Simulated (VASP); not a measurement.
# Zn7O8 (a cell with a defect) in VASP: further runs

Zn7O8 (a cell with a defect) is run at these levels: PBEsol; tasks: single point.

Everything below comes from runs of VASP 6.6.1. Logs are shortened: lines on timing, memory, paths and dates and some standing lists are left out, and cuts for length are marked.

### Step 1. The cell of the first run

The cell holds a defect, 15 atoms: a = 6.475 Å, b = 5.607 Å, c = 5.222 Å, α = 90.00°, β = 90.00°, γ = 90.00°.

### Step 2. Single point, PBEsol

The input, INCAR:

```
PREC = Accurate
ENCUT = 520
EDIFF = 1E-6
ISMEAR = -1
SIGMA = 0.05
LREAL = Auto
LASPH = True
NELM = 60
ALGO = Normal
ISIF = 2
LWAVE = False
LCHARG = False
GGA = PS
NBANDS = 79
```

The input, KPOINTS:

```
regular mesh
0
Gamma
  2 2 2
```

The input, POSCAR:

```
Zn7O8
1.0
   -3.2373510000     -5.6072560000      0.0000000000
    4.8560270000     -2.8036280000      0.0000000000
    0.0000000000      0.0000000000      5.2220610000
Zn O
7 8
Direct
    0.5074480417      0.6657016992      0.5019525816
    0.4890721588      0.3313732075      0.0069780878
    0.2654932588      0.1618718073      0.4940913176
    0.2443939603      0.8270407129     -0.0036470275
    0.0016295068      0.6791186057      0.4831900661
   -0.0329529907      0.3145074364     -0.1682222785
    0.7454897498      0.8312315782      0.0069453421
    0.4946885570      0.6618644202      0.8764072270
    0.4779947248      0.3526324504      0.3695674945
    0.2442689427      0.1584213403      0.8789399434
    0.2563444415      0.8354393281      0.3766422874
   -0.0070225827      0.6701104493      0.8752913840
    0.0169732315      0.3408150960      0.4583203835
    0.7257631094      0.1551430682      0.9121846719
    0.7498129152      0.8051292941      0.3700935320
```

Potentials or basis: VASP PAW PBE potentials, release 64 (Zn, O).

Started as:

```console
cat potpaw_PBE.64/Zn/POTCAR potpaw_PBE.64/O/POTCAR > POTCAR
mpirun -np 1 vasp_std > vasp.out
```

OUTCAR:

```text
PREC = Accurate
   ENCUT = 520
   EDIFF = 1E-6
   ISMEAR = -1
   LREAL = Auto
   LASPH = True
   NELM = 60
   ISIF = 2
   GGA = PS

 ion  position               nearest neighbor table
   1  0.507  0.666  0.502-  15 1.88   9 1.90   8 1.96  11 1.99
   2  0.489  0.331  0.007-  14 1.89   9 1.90  10 1.97   8 1.97
   3  0.265  0.162  0.494-   9 1.86  13 1.91  11 1.93  10 2.01   6 2.75
   4  0.244  0.827  0.996-  12 1.96  10 1.96   8 1.97  11 1.99
   5  0.002  0.679  0.483-  15 1.87  13 1.90  11 1.95  12 2.05   6 2.75
   6  0.967  0.315  0.832-  14 1.85  13 1.98  10 2.01  12 2.01   5 2.75   3 2.75
   7  0.745  0.831  0.007-  14 1.89  15 1.90  12 1.96   8 2.00
   8  0.495  0.662  0.876-   1 1.96   4 1.97   2 1.97   7 2.00
   9  0.478  0.353  0.370-   3 1.86   1 1.90   2 1.90
  10  0.244  0.158  0.879-   4 1.96   2 1.97   6 2.01   3 2.01
  11  0.256  0.835  0.377-   3 1.93   5 1.95   4 1.99   1 1.99
  12  0.993  0.670  0.875-   4 1.96   7 1.96   6 2.01   5 2.05
  13  0.017  0.341  0.458-   5 1.90   3 1.91   6 1.98
  14  0.726  0.155  0.912-   6 1.85   7 1.89   2 1.89
  15  0.750  0.805  0.370-   5 1.87   1 1.88   7 1.90

  LATTYP: Found a simple orthorhombic cell.
 ALAT       =     5.2220610000
 B/A-ratio  =     1.0737631643
 C/A-ratio  =     1.2398747624

  Lattice vectors:

 A1 = (   0.0000000000,   0.0000000000,  -5.2220610000)
 A2 = (   4.8560270000,  -2.8036280000,   0.0000000000)
 A3 = (  -3.2373510000,  -5.6072560000,   0.0000000000)

Analysis of symmetry for initial positions (statically):
=====================================================================
 Subroutine PRICEL returns:
 Original cell was already a primitive cell.

 Routine SETGRP: Setting up the symmetry group for a
 simple orthorhombic supercell.

 Subroutine GETGRP returns: Found  1 space group operations
 (whereof  1 operations were pure point group operations)
 out of a pool of  8 trial point group operations.

The static configuration has the point symmetry C_1 .

Analysis of symmetry for dynamics (positions and initial velocities):
=====================================================================
 Subroutine PRICEL returns:
 Original cell was already a primitive cell.

 Routine SETGRP: Setting up the symmetry group for a
 simple orthorhombic supercell.

 Subroutine GETGRP returns: Found  1 space group operations
 (whereof  1 operations were pure point group operations)
 out of a pool of  8 trial point group operations.
[... 124 lines left out ...]
   EFERMI =   0.00;   METHOD = LEGACY
   ISMEAR =    -1;   SIGMA  =   0.05  broadening in eV -4-tet -1-fermi 0-gaus
   EFERMI_NEDOS =   21; number of points for ismear=-14 and -15
   IALGO  =     38    algorithm
   IMIX   =      4    mixing-type and parameters
     AMIX     =   0.40;   BMIX     =  1.00
     AMIX_MAG =   1.60;   BMIX_MAG =  1.00
  volume/ion in A,a.u.               =      12.64        85.29
  Fermi-wavevector in a.u.,A,eV,Ry     =   1.450982  2.741959 28.645018  2.105349
  Thomas-Fermi vector in A             =   2.568532
   LORBIT       =      0    0 simple, 1 ext, 2 COOP (PROOUT), +10 PAW based schemes
   GGA     = PS    functional components
   LHFCALC =     F    Hartree Fock is set to
   AEXX    =    0.0000 exact exchange contribution
   IVDW    =     0    specifies the selected vdW correction
   LEPSILON=     F    determine dielectric tensor
   LRPA    =     F    only Hartree local field effects (RPA)
 non-spin polarized calculation
  energy-cutoff  :      520.00
  volume of cell :      189.59
 maximum number of plane-waves:      5140
   NGX = 25   NGY = 21   NGZ = 19

 number of electron     132.0000042 magnetization

 Free energy of the ion-electron system (eV)
  ---------------------------------------------------
  ext. energy  EPLUGINS =         0.00000000
  ---------------------------------------------------
  free energy    TOTEN  =       -70.09822043 eV

  energy without entropy =      -70.01678542  energy(sigma->0) =      -70.05750292

 E-fermi :   0.0802     XC(G=0): -10.6231

 val. band max:        0.0297421696   @ k =   0.5000   0.5000   0.0000
 cond. band min:       0.0933996021   @ k =   0.5000   0.0000   0.5000
 fundamental gap:      0.0636574325
 Fermi energy:         0.0802477208

 k-point     1 :       0.0000    0.0000    0.0000
  band No.  band energies     occupation
      1     -17.7919      2.00000
      2     -17.2446      2.00000
      3     -17.0633      2.00000
      4     -16.9746      2.00000
      5     -16.8594      2.00000
      6     -16.7369      2.00000
[... 637 lines left out ...]
     77       9.4721      0.00000
     78       9.6801      0.00000
 [bands above 78 left out]

------------------------ aborting loop because EDIFF is reached ----------------------------------------

  FORCE on cell =-STRESS in cart. coord.  units (eV):
  Direction    XX          YY          ZZ          XY          YZ          ZX
  --------------------------------------------------------------------------------------
  -------------------------------------------------------------------------------------
  Total        1.4548367      1.1272140      2.0446558     -0.2510216      1.9774697     -0.2347909
  in kB       12.2945517      9.5258732     17.2790015     -2.1213360     16.7112243     -1.9841739
  external PRESSURE =      13.0331422 kB  Pullay stress =       0.0000000 kB

 VOLUME and BASIS-vectors are now :
 -----------------------------------------------------------------------------
  energy-cutoff  :      520.00
  volume of cell :      189.59
      direct lattice vectors                 reciprocal lattice vectors
    -3.237351000 -5.607256000  0.000000000    -0.077223625 -0.133755266  0.000000000
     4.856027000 -2.803628000  0.000000000     0.154447251 -0.089170168  0.000000000
     0.000000000  0.000000000  5.222061000     0.000000000  0.000000000  0.191495274

 POSITION                                       TOTAL-FORCE (eV/Angst)
 -----------------------------------------------------------------------------------
      1.58988     -4.71177      2.62123         0.015338      0.005925      0.019757
      0.02586     -3.67140      0.03644        -0.007540      0.015521     -0.048239
     -0.07344     -1.94252      2.58018        -0.030547      0.025927     -0.020733
      3.22494     -3.68909      5.20302        -0.014355      0.026665     -0.008476
      3.29254     -1.91313      2.52325         0.007281     -0.018741     -0.034539
     -1.60341     -6.30424      4.34359         0.031633     -0.180685      0.231931
      1.62307     -6.51062      0.03627         0.010317      0.015874     -0.044585
      1.61255     -4.62947      4.57665        -0.004692      0.012016      0.002831
      0.16496     -3.66889      1.92990        -0.032406     -0.035409     -0.011702
     -0.02149     -1.81383      4.58988         0.010686      0.020882      0.012377
      3.22704     -3.77965      1.96685        -0.016700     -0.002709     -0.013583
      0.03946     -7.44662      4.57083        -0.018656      0.037187      0.005755
      1.60006     -1.05069      2.39338        -0.001044      0.097873     -0.017389
     -1.59617     -4.50450      4.76348         0.003724     -0.006442     -0.060656
      1.48232     -6.46168      1.93265         0.046962     -0.013886     -0.012750
 -----------------------------------------------------------------------------------
    total drift:                                0.015804     -0.001208     -0.004365

  FREE ENERGIE OF THE ION-ELECTRON SYSTEM (eV)
  ---------------------------------------------------
  free  energy   TOTEN  =       -70.0982204254 eV

  energy  without entropy=      -70.0167854245  energy(sigma->0) =      -70.05750292
```

Wall time 3.1 min (1 thread of Intel Xeon Platinum 8559C (Emerald Rapids), shared host); peak memory 0.3 GiB.

What came out:

| Item | Value |
| --- | --- |
| Free energy | -70.0982 eV |
| Pressure | 1.3 GPa |
| Largest force | 0.296 eV/Å |
| Band gap on the k mesh | zero (bands 66 and 67 overlap by 0.39 eV) |

Forces on the atoms (eV/Å):
```
Zn   0.015  0.006  0.020
Zn  -0.008  0.016 -0.048
Zn  -0.031  0.026 -0.021
Zn  -0.014  0.027 -0.008
Zn   0.007 -0.019 -0.035
Zn   0.032 -0.181  0.232
Zn   0.010  0.016 -0.045
O   -0.005  0.012  0.003
O   -0.032 -0.035 -0.012
O    0.011  0.021  0.012
O   -0.017 -0.003 -0.014
O   -0.019  0.037  0.006
O   -0.001  0.098 -0.017
O    0.004 -0.006 -0.061
O    0.047 -0.014 -0.013
```

Stress tensor (GPa, compression positive):
```
 1.23 -0.21 -0.20
-0.21  0.95  1.67
-0.20  1.67  1.73
```

Levels at points of the mesh, in eV from the Fermi level:
| k point | band 63 | band 64 | band 65 | band 66 | band 67 | band 68 | band 69 | band 70 |
| --- | --- | --- | --- | --- | --- | --- | --- | --- |
| (0.00, 0.00, 0.00) | -0.37 | -0.33 | 0.19 | 0.29 | 0.30 | 1.75 | 5.89 | 6.49 |
| (0.50, 0.00, 0.00) | -0.41 | -0.19 | -0.11 | -0.09 | 0.11 | 3.45 | 3.95 | 7.10 |
| (0.00, 0.50, 0.00) | -0.45 | -0.29 | -0.19 | -0.08 | 0.06 | 3.72 | 4.35 | 6.43 |
| (0.50, 0.50, 0.00) | -0.53 | -0.40 | -0.34 | -0.12 | -0.05 | 4.71 | 5.00 | 5.19 |
| (0.00, 0.00, 0.50) | -0.27 | -0.16 | -0.13 | 0.05 | 0.07 | 3.88 | 4.47 | 6.32 |
| (0.50, 0.00, 0.50) | -0.58 | -0.40 | -0.31 | -0.25 | 0.01 | 4.98 | 5.10 | 5.24 |
| (0.00, 0.50, 0.50) | -0.63 | -0.52 | -0.49 | -0.18 | -0.08 | 5.08 | 5.22 | 5.40 |
| (0.50, 0.50, 0.50) | -0.74 | -0.61 | -0.36 | -0.27 | -0.10 | 5.65 | 5.86 | 5.95 |

Caveat: the k points lie up to 0.60 Å⁻¹ apart; the PAW data sets were made with another functional, which shifts forces and pressure a little.

### Step 3. Single point, PBEsol

The input, INCAR:

```
SYSTEM = Zn7O8
ALGO = Normal ; EDIFF = 1E-6
ENCUT = 520 ; GGA = PS
ISIF = 2 ; ISMEAR = -1
LASPH = .TRUE. ; LCHARG = .FALSE.
LREAL = Auto ; LWAVE = .FALSE.
NBANDS = 79 ; NELM = 60
PREC = Accurate ; SIGMA = 0.05
```

The input, KPOINTS:

```
k-points
0
G
  2 2 2
  0 0 0
```

The input, POSCAR:

```
Zn7O8
1.0
   -3.2373510000     -5.6072560000      0.0000000000
    4.8560270000     -2.8036280000      0.0000000000
    0.0000000000      0.0000000000      5.2220610000
Zn O
7 8
Direct
    0.5122627560      0.6736106174      0.5085520832
    0.4709614460      0.3290271056      0.0153201964
    0.2807716950      0.1685370628      0.5029516124
    0.2396072164      0.8307963818     -0.0044783085
    0.0123749954      0.6830850001      0.4930899888
   -0.1145345137      0.2434425463     -0.3110216445
    0.7449410220      0.8180400485      0.0182481591
    0.4905118620      0.6568233799      0.8834165285
    0.4971064586      0.3559547941      0.3771878574
    0.2410124369      0.1543487821      0.8702376322
    0.2648784996      0.8422827294      0.3730894756
   -0.0089579365      0.6903046493      0.8664201740
    0.0323516585      0.3476267068      0.4201408218
    0.6985323031      0.1377074819      0.9101598009
    0.7577781934      0.8175687639      0.3831383816
```

Potentials or basis: VASP PAW PBE potentials, release 64 (Zn, O).

Started as:

```console
cat potpaw_PBE.64/Zn/POTCAR potpaw_PBE.64/O/POTCAR > POTCAR
mpirun -np 1 vasp_std > vasp.out
```

Wall time 3.4 min (1 thread of Intel Xeon Platinum 8559C (Emerald Rapids), shared host); peak memory 0.3 GiB.

Results (log left out):

```
Free energy            : -69.4147 eV
Pressure               : 1.4 GPa
Largest force          : 0.269 eV/Å
Band gap on the k mesh : zero (bands 66 and 67 overlap by 0.42 eV)
```

Forces on the atoms (eV/Å):
```
Zn   0.014  0.006  0.013
Zn   0.025 -0.009 -0.022
Zn  -0.049 -0.001  0.001
Zn  -0.016 -0.011  0.025
Zn   0.010 -0.028 -0.003
Zn  -0.026  0.137  0.230
Zn   0.006  0.030 -0.014
O   -0.001  0.004 -0.008
O   -0.035 -0.046  0.003
O    0.056  0.033  0.033
O   -0.008  0.003  0.006
O   -0.005  0.024  0.016
O   -0.006 -0.130 -0.222
O    0.005  0.008 -0.062
O    0.031 -0.023  0.006
```

Stress tensor (GPa, compression positive):
```
 1.34 -0.41 -0.08
-0.41  0.83  3.13
-0.08  3.13  2.05
```

Levels at points of the mesh, in eV from the Fermi level:
```csv
k point,band 63,band 64,band 65,band 66,band 67,band 68,band 69,band 70
"(0.00, 0.00, 0.00)",-0.28,-0.16,0.15,0.23,0.25,1.89,5.95,6.08
"(0.50, 0.00, 0.00)",-0.40,-0.13,-0.11,0.01,0.07,3.54,3.94,6.91
"(0.00, 0.50, 0.00)",-0.35,-0.23,-0.12,-0.06,0.02,3.70,4.30,6.42
"(0.50, 0.50, 0.00)",-0.44,-0.44,-0.22,-0.09,0.04,4.73,4.94,5.28
"(0.00, 0.00, 0.50)",-0.48,-0.10,-0.06,-0.01,0.06,4.10,4.42,5.81
"(0.50, 0.00, 0.50)",-0.57,-0.47,-0.27,-0.26,-0.11,4.90,5.20,5.47
"(0.00, 0.50, 0.50)",-0.71,-0.54,-0.33,-0.20,-0.13,5.03,5.11,5.31
"(0.50, 0.50, 0.50)",-0.70,-0.61,-0.37,-0.35,-0.19,5.49,5.56,5.88
```

Caveat: the k points lie up to 0.60 Å⁻¹ apart; the PAW data sets were made with another functional, which shifts forces and pressure a little.

### Step 4. Single point, PBEsol

The input, INCAR:

```
SYSTEM = Zn7O8
PREC     = Accurate       ! precision mode
ENCUT    = 520            ! plane-wave cutoff, eV
EDIFF    = 1E-6           ! SCF threshold, eV
ISMEAR   = -1             ! smearing method
SIGMA    = 0.05           ! smearing width, eV
LREAL    = Auto         
LASPH    = .TRUE.         ! aspherical terms in the spheres
NELM     = 80             ! most SCF steps
ALGO     = Normal         ! electronic algorithm
ISIF     = 2              ! what is computed and relaxed
LWAVE    = .FALSE.        ! write WAVECAR
LCHARG   = .FALSE.        ! write CHGCAR
GGA      = PS             ! functional
NBANDS   = 79             ! bands
```

The input, KPOINTS:

```
regular mesh
0
G
  2 2 2
  0 0 0
```

The input, POSCAR:

```
Zn7O8
1.0
   -3.2373510000     -5.6072560000      0.0000000000
    4.8560270000     -2.8036280000      0.0000000000
    0.0000000000      0.0000000000      5.2220610000
Zn O
7 8
Direct
    0.5090138568      0.6733332657      0.5036136116
    0.4778581170      0.3276630161      0.0154875632
    0.2707515236      0.1698630827      0.5012275805
    0.2384857305      0.8306214150     -0.0081439110
    0.0079799510      0.6747793829      0.4941583409
   -0.1837261009      0.2014997288     -0.4112640584
    0.7439642555      0.8209979942      0.0136137820
    0.4906956385      0.6557891906      0.8827991477
    0.5103046095      0.3443939126      0.3850343763
    0.2565218586      0.1504843971      0.8679144116
    0.2604138327      0.8392447122      0.3696712850
   -0.0094086876      0.6972215714      0.8632536081
    0.0249960908      0.3437073392      0.4095015359
    0.7048781833      0.1407867155      0.9003420297
    0.7570705118      0.8375258166      0.3869615847
```

Started as:

```console
cat potpaw_PBE.64/Zn/POTCAR potpaw_PBE.64/O/POTCAR > POTCAR
mpirun -np 1 vasp_std > vasp.out
```

Run time: 3.3 min. Hardware: 1 thread of Intel Xeon Platinum 8559C (Emerald Rapids), shared host; peak memory 0.3 GiB.

It converged, with:

- Free energy: -69.9563 eV
- Pressure: -0.4 GPa
- Largest force: 1.369 eV/Å
- Band gap on the k mesh: zero (bands 66 and 67 overlap by 0.42 eV)

Forces in eV/Å, atoms in the order of the input:
```
Zn   0.024 -0.030  0.054
Zn  -0.025 -0.125  0.093
Zn   0.046  0.022  0.057
Zn  -0.009 -0.047  0.077
Zn  -0.042  0.008  0.090
Zn   0.016  0.959 -0.977
Zn   0.030 -0.027  0.052
O   -0.005 -0.046  0.080
O   -0.226 -0.185  0.167
O   -0.065 -0.152  0.087
O   -0.002 -0.004  0.065
O    0.039 -0.050  0.069
O   -0.001 -0.038 -0.081
O   -0.003 -0.103  0.033
O    0.223 -0.182  0.135
```

Stress tensor (GPa, compression positive):
```
-0.34 -0.14 -0.13
-0.14 -0.98  2.00
-0.13  2.00  0.04
```

Levels at points of the mesh, in eV from the Fermi level:
| k point | band 64 | band 65 | band 66 | band 67 | band 68 | band 69 |
| --- | --- | --- | --- | --- | --- | --- |
| (0.00, 0.00, 0.00) | -0.29 | 0.20 | 0.24 | 0.26 | 1.75 | 6.02 |
| (0.50, 0.00, 0.00) | -0.19 | -0.01 | 0.00 | 0.05 | 3.47 | 3.85 |
| (0.00, 0.50, 0.00) | -0.23 | -0.13 | -0.06 | 0.04 | 3.68 | 4.25 |
| (0.50, 0.50, 0.00) | -0.40 | -0.30 | -0.16 | 0.02 | 4.72 | 4.89 |
| (0.00, 0.00, 0.50) | -0.13 | -0.07 | -0.01 | 0.01 | 3.93 | 4.48 |
| (0.50, 0.00, 0.50) | -0.42 | -0.39 | -0.25 | -0.05 | 4.93 | 5.16 |
| (0.00, 0.50, 0.50) | -0.68 | -0.35 | -0.22 | -0.16 | 5.03 | 5.20 |
| (0.50, 0.50, 0.50) | -0.69 | -0.45 | -0.22 | -0.17 | 5.64 | 5.66 |

Caveat: the k points lie up to 0.60 Å⁻¹ apart; the PAW data sets were made with another functional, which shifts forces and pressure a little.

### Step 5. The runs side by side

| cell | gap on the mesh (eV) | pressure (GPa) | largest force (eV/Å) |
| --- | --- | --- | --- |
| as given, atomic positions A | none | 1.3 | 0.30 |
| as given, atomic positions B | none | 1.4 | 0.27 |
| as given, atomic positions C | none | -0.4 | 1.37 |

Alike in all rows: task single point; level PBEsol; potentials or basis VASP PAW PBE potentials, release 64 (Zn, O); no spin polarisation; k mesh 2 × 2 × 2; cutoff (eV) 520; smearing fermi-dirac 0.05 eV.

Caveats: all runs use coarse meshes; the PAW data sets were made with another functional, which shifts forces and pressure a little.

Absolute energies hang on the potentials; compare differences alone.
